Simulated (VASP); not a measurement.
# SiC5 (P6/mmm) in VASP: further runs

SiC5 is run at these levels: PBE; tasks: single point, relaxation of cell and atoms.

Everything below comes from runs of VASP 6.6.1. Logs are shortened: lines on timing, memory, paths and dates and some standing lists are left out, and cuts for length are marked.

## Step 1: The cell of the first run

The structure is hexagonal, space group P6/mmm (No. 191). Conventional cell: a = 3.334 Å, b = 3.334 Å, c = 8.405 Å, α = 90.00°, β = 90.00°, γ = 120.00°. Si (site symmetry 6/mmm) has 6 C at 1.92 Å within 2.6 Å. Within 2.6 Å of C (site symmetry -6m2) lie 3 Si at 1.92 Å and 3 C at 1.92 Å. Within 2.2 Å of C (site symmetry mmm) lie 4 C at 1.67 Å.

The cell was built from a structure type or drawn by symmetry, and may not be a known phase.

## Step 2: Single point, PBE

INCAR reads:

```
PREC = Accurate
ENCUT = 520
EDIFF = 1E-7
ISMEAR = 0
SIGMA = 0.1
LREAL = False
LASPH = True
NELM = 60
ALGO = Normal
ISIF = 2
LWAVE = False
LCHARG = True
GGA = PE
LELF = True
LVHAR = True
NBANDS = 21
```

KPOINTS reads:

```
regular mesh
0
Gamma
  6 6 4
```

POSCAR reads:

```
SiC5
1.0
    3.3337651140     -0.0000000019      0.0000000000
   -1.6668825553      2.8871252799      0.0000000000
    0.0000000000      0.0000000000      8.4053165645
Si C
1 5
Direct
    0.0000000000      0.0000000000      0.0000000000
    0.3333333333      0.6666666667      0.0000000000
    0.6666666667      0.3333333333      0.0000000000
    0.5000000000      0.0000000000      0.5000000000
    0.5000000000      0.5000000000      0.5000000000
    0.0000000000      0.5000000000      0.5000000000
```

Potentials or basis: VASP PAW PBE potentials, release 64 (Si, C).

The run is started by

```console
cat potpaw_PBE.64/Si/POTCAR potpaw_PBE.64/C/POTCAR > POTCAR
mpirun -np 1 vasp_std > vasp.out
```

OUTCAR:

```text
PREC = Accurate
   ENCUT = 520
   EDIFF = 1E-7
   ISMEAR = 0
   LREAL = False
   LASPH = True
   NELM = 60
   ISIF = 2
   GGA = PE

 ion  position               nearest neighbor table
   1  0.000  0.000  0.000-   2 1.92   3 1.92   2 1.92   3 1.92   3 1.92   2 1.92
   2  0.333  0.667  0.000-   1 1.92   3 1.92   3 1.92   1 1.92   1 1.92   3 1.92
   3  0.667  0.333  0.000-   1 1.92   2 1.92   2 1.92   1 1.92   1 1.92   2 1.92
   4  0.500  0.000  0.500-   5 1.67   5 1.67   6 1.67   6 1.67
   5  0.500  0.500  0.500-   4 1.67   4 1.67   6 1.67   6 1.67
   6  0.000  0.500  0.500-   5 1.67   5 1.67   4 1.67   4 1.67

  LATTYP: Found a hexagonal cell.
 ALAT       =     3.3337651140
 C/A-ratio  =     2.5212683789

  Lattice vectors:

 A1 = (   3.3337651140,  -0.0000000019,   0.0000000000)
 A2 = (  -1.6668825553,   2.8871252799,   0.0000000000)
 A3 = (   0.0000000000,   0.0000000000,   8.4053165645)

Analysis of symmetry for initial positions (statically):
=====================================================================
 Subroutine PRICEL returns:
 Original cell was already a primitive cell.

 Routine SETGRP: Setting up the symmetry group for a
 hexagonal supercell.

 Subroutine GETGRP returns: Found 24 space group operations
 (whereof 24 operations were pure point group operations)
 out of a pool of 24 trial point group operations.

The static configuration has the point symmetry D_6h.

Analysis of symmetry for dynamics (positions and initial velocities):
=====================================================================
 Subroutine PRICEL returns:
 Original cell was already a primitive cell.

 Routine SETGRP: Setting up the symmetry group for a
 hexagonal supercell.

 Subroutine GETGRP returns: Found 24 space group operations
 (whereof 24 operations were pure point group operations)
 out of a pool of 24 trial point group operations.

The dynamic configuration has the point symmetry D_6h.

 Subroutine INISYM returns: Found 24 space group operations
 (whereof 24 operations are pure point group operations),
 and found     1 'primitive' translations

----------------------------------------------------------------------------------------

                                     Primitive cell

  volume of cell :      80.9012
[... 92 lines left out ...]
   NELM   =     60;   NELMIN=  2; NELMDL= -5     # of ELM steps
   EDIFF  = 0.1E-06   stopping-criterion for ELM
   LREAL  =      F    real-space projection
   EDIFFG = 0.1E-05   stopping-criterion for IOM
   NSW    =      0    number of steps for IOM
   IBRION =     -1    ionic relax: 0-MD 1-quasi-New 2-CG
   NFREE  =      0    steps in history (QN), initial steepest desc. (CG)
   ISIF   =      2    stress and relaxation
   ISYM   =      2    0-nonsym 1-usesym 2-fastsym
   POTIM  = 0.5000    time-step for ionic-motion
   TEBEG  =    0.0;   TEEND  =   0.0 temperature during run
   PSTRESS=    0.0 pullay stress
   NELECT =      24.0000    total number of electrons
   NUPDOWN=      -1.0000    fix difference up-down
   EMIN   =  10.00;   EMAX   =-10.00  energy-range for DOS
   EFERMI =   0.00;   METHOD = LEGACY
   ISMEAR =     0;   SIGMA  =   0.10  broadening in eV -4-tet -1-fermi 0-gaus
   EFERMI_NEDOS =   21; number of points for ismear=-14 and -15
   IALGO  =     38    algorithm
   IMIX   =      4    mixing-type and parameters
     AMIX     =   0.40;   BMIX     =  1.00
     AMIX_MAG =   1.60;   BMIX_MAG =  1.00
  volume/ion in A,a.u.               =      13.48        90.99
  Fermi-wavevector in a.u.,A,eV,Ry     =   1.091843  2.063285 16.219804  1.192122
  Thomas-Fermi vector in A             =   2.228097
   LORBIT       =      0    0 simple, 1 ext, 2 COOP (PROOUT), +10 PAW based schemes
   GGA     = PE    functional components
   LHFCALC =     F    Hartree Fock is set to
   AEXX    =    0.0000 exact exchange contribution
   IVDW    =     0    specifies the selected vdW correction
   LEPSILON=     F    determine dielectric tensor
   LRPA    =     F    only Hartree local field effects (RPA)
 non-spin polarized calculation
 Gauss-broadening in eV      SIGMA  =   0.10
  energy-cutoff  :      520.00
  volume of cell :       80.90
 maximum number of plane-waves:      2216
 NGX is ok and might be reduce to    28
   NGX = 13   NGY = 13   NGZ = 31

 number of electron      23.9999999 magnetization

 Free energy of the ion-electron system (eV)
  ---------------------------------------------------
  ext. energy  EPLUGINS =         0.00000000
  ---------------------------------------------------
  free energy    TOTEN  =       -35.21323728 eV

  energy without entropy =      -35.20150795  energy(sigma->0) =      -35.20737262

 E-fermi :   2.9659     XC(G=0):  -8.7781

 val. band max:        2.9051121650   @ k =   0.1667   0.0000   0.0000
 cond. band min:       3.2507391976   @ k =   0.3333   0.0000   0.0000
 fundamental gap:      0.3456270326
 Fermi energy:         2.9659456322

 k-point     1 :       0.0000    0.0000    0.0000
  band No.  band energies     occupation
      1     -14.8488      2.00000
      2     -14.4400      2.00000
      3      -7.2674      2.00000
      4      -3.5002      2.00000
      5      -2.7569      2.00000
      6      -2.3947      2.00000
[... 493 lines left out ...]
     20      12.4804      0.00000
     21      12.4805      0.00000

------------------------ aborting loop because EDIFF is reached ----------------------------------------

  FORCE on cell =-STRESS in cart. coord.  units (eV):
  Direction    XX          YY          ZZ          XY          YZ          ZX
  --------------------------------------------------------------------------------------
  -------------------------------------------------------------------------------------
  Total       -0.0785516     -0.0785516      0.0972327     -0.0000000      0.0000000      0.0000000
  in kB       -1.5556470     -1.5556470      1.9256086     -0.0000000      0.0000000      0.0000000
  external PRESSURE =      -0.3952285 kB  Pullay stress =       0.0000000 kB

 VOLUME and BASIS-vectors are now :
 -----------------------------------------------------------------------------
  energy-cutoff  :      520.00
  volume of cell :       80.90
      direct lattice vectors                 reciprocal lattice vectors
     3.333765114 -0.000000002  0.000000000     0.299961145  0.173182648  0.000000000
    -1.666882555  2.887125280  0.000000000     0.000000000  0.346365295  0.000000000
     0.000000000  0.000000000  8.405316564     0.000000000  0.000000000  0.118972319

 POSITION                                       TOTAL-FORCE (eV/Angst)
 -----------------------------------------------------------------------------------
      0.00000      0.00000      0.00000         0.000000      0.000000      0.000000
      0.00000      1.92475      0.00000        -0.000000      0.000000     -0.000000
      1.66688      0.96238      0.00000         0.000000     -0.000000      0.000000
      1.66688     -0.00000      4.20266         0.000000      0.000000      0.000000
      0.83344      1.44356      4.20266         0.000000      0.000000      0.000000
     -0.83344      1.44356      4.20266         0.000000      0.000000      0.000000
 -----------------------------------------------------------------------------------
    total drift:                                0.000000     -0.000000      0.000000

  FREE ENERGIE OF THE ION-ELECTRON SYSTEM (eV)
  ---------------------------------------------------
  free  energy   TOTEN  =       -35.2132372839 eV

  energy  without entropy=      -35.2015079535  energy(sigma->0) =      -35.20737262
```

stdout:

```text
POSCAR found type information on POSCAR SiC
 POSCAR found :  2 types and       6 ions
 scaLAPACK will be used
 LDA part: xc-table for (Slater+PW92), standard interpolation
 POSCAR, INCAR and KPOINTS ok, starting setup
 FFT: planning ... GRIDC
 FFT: planning ... GRID_SOFT
 FFT: planning ... GRID
 WAVECAR not read
 entering main loop
```

It took 18 s on 1 thread of Intel Xeon 6975P-C (Granite Rapids), shared host; peak memory 0.21 GiB.

Results:

```
Free energy            : -35.2132 eV
Pressure               : 0.0 GPa
Band gap on the k mesh : zero (bands 12 and 13 overlap by 2.73 eV)
```

Stress tensor (GPa, compression positive):
```
-0.16  0.00  0.00
 0.00 -0.16  0.00
 0.00  0.00  0.19
```

Caveat: the k points lie up to 0.36 Å⁻¹ apart, too coarse for converged energies and pressures of a metal.

## Step 3: Relaxation of cell and atoms, PBE

This run uses another cell than the first one, of 14.34 Å³/atom.

INCAR reads:

```
SYSTEM = SiC5
PREC = Accurate
ENCUT = 600
EDIFF = 1E-6
ISMEAR = 0
SIGMA = 0.1
LREAL = .False.
LASPH = .True.
NELM = 80
ALGO = Normal
ISIF = 3
LWAVE = .False.
LCHARG = .False.
GGA = PE
IBRION = 2
NSW = 90
EDIFFG = -0.04
```

KPOINTS reads:

```
regular mesh
0
Gamma
  6 6 4
  0 0 0
```

POSCAR reads:

```
SiC5
1.0
    4.9585570500      0.0000000000      0.0000000000
   -2.4792785200      4.2942363700      0.0000000000
    0.0000000000      0.0000000000      4.0406075900
Si C
1 5
Direct
    0.0000000000      0.0000000000      0.0000000000
    0.3333333300      0.6666666700      0.0000000000
    0.6666666700      0.3333333300      0.0000000000
    0.5000000000      0.0000000000      0.5000000000
    0.5000000000      0.5000000000      0.5000000000
    0.0000000000      0.5000000000      0.5000000000
```

Potentials or basis: VASP PAW PBE potentials, release 64 (Si, C).

The run is started by

```console
cat potpaw_PBE.64/Si/POTCAR potpaw_PBE.64/C/POTCAR > POTCAR
mpirun -np 1 vasp_std > vasp.out
```

Run time: 3.9 min. Hardware: 1 thread of Intel Xeon 6975P-C (Granite Rapids), shared host; peak memory 0.24 GiB.

It converged, with:

| Item | Value |
| --- | --- |
| Free energy | -34.7403 eV |
| Relaxed volume | 9.71 Å³/atom |
| Relaxed cell | a = 3.346 Å, b = 3.346 Å, c = 6.013 Å, α = 90.00°, β = 90.00°, γ = 120.00° |
| Space group after relaxing (to 0.1 Å) | P6/mmm (No. 191) |
| Energy gained by relaxing | 1640.4 meV/atom |
| Ionic steps | 26 |
| Pressure after relaxing | -0.4 GPa |
| Band gap on the k mesh | zero (bands 12 and 13 overlap by 3.81 eV) |

Stress tensor (GPa, compression positive):
```
-0.47  0.00  0.00
 0.00 -0.47  0.00
 0.00  0.00 -0.19
```

Step by step:
| step | energy change (eV) | largest force (eV/Å) | pressure (GPa) | volume (Å³) |
| --- | --- | --- | --- | --- |
| 1 | 0.0000 | 0.0000 | -24.67 | 86.04 |
| 2 | -3.5650 | 0.0000 | -18.44 | 61.37 |
| 3 | -4.3220 | 0.0000 | -4.79 | 51.73 |
| 4 | -4.3457 | 0.0000 | 1.08 | 49.38 |
| 5 | -4.3479 | 0.0000 | -0.57 | 49.99 |
| 6 | -4.5730 | 0.0000 | 1.47 | 48.88 |
| 7 | -5.6169 | 0.0000 | 11.53 | 45.03 |
| 8 | -4.1761 | 0.0000 | 121.47 | 35.66 |
| 9 | -6.2959 | 0.0000 | 31.21 | 41.83 |
| 10 | -6.2471 | 0.0000 | 38.70 | 40.85 |
| 11 | -6.3058 | 0.0000 | 38.36 | 40.87 |
| 12 | -6.4663 | 0.0000 | 39.95 | 40.92 |
| 13 | -6.7221 | 0.0000 | 47.07 | 40.93 |
| 14 | -6.9578 | 0.0000 | 70.06 | 40.61 |
| 15 | -7.3241 | 0.0000 | 68.50 | 41.53 |
| 16 | -7.7107 | 0.0000 | 61.10 | 44.14 |
| 17 | -8.2569 | 0.0000 | 49.12 | 45.64 |
| 18 | -9.3677 | 0.0000 | 22.50 | 50.34 |
| 19 | -9.4381 | 0.0000 | -15.47 | 60.66 |
| 20 | -9.7514 | 0.0000 | 0.65 | 55.55 |
| 21 | -9.7510 | 0.0000 | 1.65 | 55.31 |
| 22 | -9.7627 | 0.0000 | 1.76 | 55.48 |
| 23 | -9.7952 | 0.0000 | 2.07 | 55.98 |
| 24 | -9.8336 | 0.0000 | 2.52 | 56.96 |
| 25 | -9.8359 | 0.0000 | 2.70 | 57.29 |
| 26 | -9.8423 | 0.0000 | -0.37 | 58.29 |

Final structure:
```
Si C
1.0
     3.34561    0.00000    0.00000
    -1.67281    2.89739    0.00000
     0.00000    0.00000    6.01291
Si C
1 5
Direct
  0.00000 0.00000 0.00000
  0.33333 0.66667 0.00000
  0.66667 0.33333 0.00000
  0.50000 0.00000 0.50000
  0.50000 0.50000 0.50000
  0.00000 0.50000 0.50000
```

Levels at points of the mesh, in eV from the Fermi level:
```
           k point  band 10  band 11  band 12  band 13  band 14  band 15
(0.00, 0.00, 0.00)    -3.23    -2.72    -2.72    -2.40    -2.40     2.00
(0.50, 0.00, 0.00)    -3.32    -1.53     0.38     2.99     3.14     3.17
(0.00, 0.00, 0.50)    -3.25    -2.76    -2.76    -2.44    -2.44     2.67
(0.50, 0.00, 0.50)    -3.15    -1.82    -1.64     3.17     3.20     3.35
```

Caveat: the k points lie up to 0.36 Å⁻¹ apart in the final cell, too coarse for converged energies and pressures of a metal; the volume moved by over 15 % at a fixed basis, so the end points are rough.
